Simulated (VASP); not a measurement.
Crystal: Ag.

```
CELL_PARAMETERS angstrom
2.88620 0.00000 0.00000
-1.44310 2.49952 0.00000
0.00000 0.00000 10.00000
ATOMIC_POSITIONS crystal
Ag 0.33333 0.66667 0.25000
Ag 0.66667 0.33333 0.75000
Ag 0.00000 0.00000 0.00000
Ag 0.00000 0.00000 0.50000
```

This isn't the form of Ag at room conditions, which is fcc.

- Program: VASP 6.6.1
- Task: relaxation of cell and atoms
- Functional: PBE
- Potentials or basis: VASP PAW PBE potentials, release 64 (Ag)
- Cutoff: 600 eV
- k mesh: 13 × 13 × 3
- Occupations: fermi-dirac, width 0.1 eV
- Spin: no spin polarisation

At the start: pressure -0.7 GPa; volume 18.04 Å³/atom.

Q: How do energy, volume and symmetry change on relaxing?

A: Over 8 steps the energy falls by 8.1 meV/atom and the volume is 17.81 Å³/atom (-1.2 %); space group P6_3/mmc (No. 194, to 0.1 Å) before and after.

The path:
| step | energy change (eV) | largest force (eV/Å) | pressure (GPa) | volume (Å³) |
| --- | --- | --- | --- | --- |
| 1 | 0.0000 | 0.0000 | -0.71 | 72.14 |
| 2 | -0.0250 | 0.0000 | 0.06 | 71.30 |
| 3 | -0.0306 | 0.0000 | 0.77 | 70.70 |
| 4 | -0.0322 | 0.0000 | -0.39 | 71.58 |
| 5 | -0.0325 | 0.0000 | -0.01 | 71.31 |
| 6 | -0.0325 | 0.0000 | -0.09 | 71.34 |
| 7 | -0.0326 | 0.0000 | 0.10 | 71.22 |
| 8 | -0.0326 | 0.0000 | 0.01 | 71.26 |

Final structure:
```
Ag
1.0
     2.91895    0.00000    0.00000
    -1.45948    2.52789    0.00000
     0.00000    0.00000    9.65684
Ag
4
Direct
  0.33333 0.66667 0.25000
  0.66667 0.33333 0.75000
  0.00000 0.00000 0.00000
  0.00000 0.00000 0.50000
```
